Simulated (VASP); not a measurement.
LiMg3:

```
CELL_PARAMETERS angstrom
0.00000 3.48369 3.48369
3.48369 0.00000 3.48369
3.48369 3.48369 0.00000
ATOMIC_POSITIONS crystal
Li 0.50000 0.50000 0.50000
Mg 0.00000 0.00000 0.00000
Mg 0.25000 0.25000 0.25000
Mg 0.75000 0.75000 0.75000
```

| Item | Value |
| --- | --- |
| Program | VASP 6.6.1 |
| Task | relaxation of cell and atoms |
| Functional | LDA |
| Potentials or basis | VASP PAW LDA potentials, release 64 (Li_sv, Mg) |
| Cutoff | 600 eV |
| k mesh | 10 × 10 × 10 |
| Occupations | gaussian, width 0.1 eV |
| Spin | no spin polarisation |

At the start: pressure -1.5 GPa; volume 21.14 Å³/atom.

Problem. Where does the relaxation end?

Solution. Over 3 steps the energy falls by 4.5 meV/atom and the volume is 20.20 Å³/atom (-4.5 %); space group Fm-3m (No. 225, to 0.1 Å) before and after.

The path:
| step | energy change (eV) | largest force (eV/Å) | pressure (GPa) | volume (Å³) |
| --- | --- | --- | --- | --- |
| 1 | 0.0000 | 0.0000 | -1.46 | 84.56 |
| 2 | -0.0153 | 0.0000 | -0.61 | 82.22 |
| 3 | -0.0181 | 0.0000 | -0.02 | 80.79 |

Final structure:
```cif
data_structure
_symmetry_space_group_name_H-M 'P 1'
_symmetry_Int_Tables_number 1
_cell_length_a 4.8524
_cell_length_b 4.8524
_cell_length_c 4.8524
_cell_angle_alpha 60.000
_cell_angle_beta 60.000
_cell_angle_gamma 60.000
_cell_volume 80.79
loop_
_atom_site_label
_atom_site_type_symbol
_atom_site_fract_x
_atom_site_fract_y
_atom_site_fract_z
_atom_site_occupancy
Li1 Li 0.50000 0.50000 0.50000 1
Mg1 Mg 0.00000 0.00000 0.00000 1
Mg2 Mg 0.25000 0.25000 0.25000 1
Mg3 Mg 0.75000 0.75000 0.75000 1
```

Caveat: the cutoff is under 1.25 times the usual one of these potentials, so pressure, stress and relaxed cells hold a basis-set (Pulay) error.
